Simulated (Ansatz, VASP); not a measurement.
## One calculation of GaN, two programs

Contents of POSCAR:

```
GaN
1.0
    2.2489450353      2.2489450353      0.0000000000
   -2.2489450353      2.2489450353      0.0000000000
    0.0000000000      2.2489450353      2.2489450353
Ga N
1 1
Direct
    0.0000000000      0.0000000000      0.0000000000
    0.2500000000      0.7500000000      0.5000000000
```

Contents of INCAR.step1:

```
SYSTEM = GaN
ALGO     = Normal         ! electronic algorithm
EDIFF    = 1E-4           ! SCF threshold, eV
ENCUT    = 520            ! plane-wave cutoff, eV
GGA      = PE             ! functional
ISMEAR   = 0              ! smearing method
LASPH    = .True.         ! aspherical terms in the spheres
LCHARG   = .False.        ! write CHGCAR
LREAL    = .False.        ! projectors in reciprocal space
LWAVE    = .True.         ! write WAVECAR
NBANDS   = 16             ! bands
NELM     = 80             ! most SCF steps
PREC     = Accurate       ! precision mode
SIGMA    = 0.01           ! smearing width, eV
```

Contents of INCAR.step2:

```
SYSTEM = GaN
ALGO     = Normal         ! electronic algorithm
EDIFF    = 1E-6           ! SCF threshold, eV
ENCUT    = 520            ! plane-wave cutoff, eV
ISIF     = 2              ! what is computed and relaxed
ISMEAR   = 0              ! smearing method
ISTART   = 1            
LASPH    = .True.         ! aspherical terms in the spheres
LCHARG   = .False.        ! write CHGCAR
LMIXTAU  = .True.       
LREAL    = .False.        ! projectors in reciprocal space
LWAVE    = .False.        ! write WAVECAR
METAGGA  = R2SCAN         ! meta-GGA
NBANDS   = 16             ! bands
NELM     = 80             ! most SCF steps
PREC     = Accurate       ! precision mode
SIGMA    = 0.01           ! smearing width, eV
```

The input KPOINTS:

```
k-points
0
Gamma
  10 10 10
  0 0 0
```

Input for Ansatz:

```yaml
crystal:
  lattice:
    - [2.24894503534, 2.24894503534, 0.0]
    - [-2.24894503534, 2.24894503534, 0.0]
    - [0.0, 2.24894503534, 2.24894503534]
  atoms:
    - { symbol: Ga, position: [0.0, 0.0, 0.0] }
    - { symbol: "N", position: [0.25, 0.75, 0.5] }
kpoints:
  mp_grid: { grid: [10, 10, 10] }
scf:
  occupations: { method: fixed }
  convergence: { dr2_threshold: 1.0e-10 }
hamiltonian:
  xc: r2scan
  pseudopotentials: { kind: paw }
output:
  forces: true
  stress: true
  eigenstates:
    kpoints:
      - [0.0, 0.0, 0.0]
      - [-0.5, -0.5, -0.5]
      - [-0.5, 0.5, 0.0]
      - [0.0, 0.0, -0.5]
      - [0.0, -0.5, -0.5]
      - [0.0, 0.5, 0.0]
      - [-0.5, 0.0, 0.0]
      - [-0.5, 0.0, -0.5]
  eigenvalues: true
```

Change from the starting cell: unstrained.

Alike in both runs: task single point; functional r2SCAN; k mesh 10 × 10 × 10; no spin polarisation.

```csv
,VASP,Ansatz
version,VASP 6.6.1,Ansatz 0.2.0
potentials or method,"VASP PAW PBE potentials, release 64 (Ga_d, N)","PAW with Ansatz's default frozen-core files, scalar-relativistic"
plane-wave cutoff (eV),520,500
occupations,"gaussian, width 0.01 eV",fixed
valence electrons in the cell,18,18
```

|  | VASP | Ansatz | Ansatz less VASP |
| --- | --- | --- | --- |
| gap on the k mesh at the Fermi level (eV) | 2.16 | 2.17 | +0.008 |
| pressure (GPa) | 1.1 | 0.0 | -1.07 |

VASP's potentials were made for PBE, not for r2SCAN.
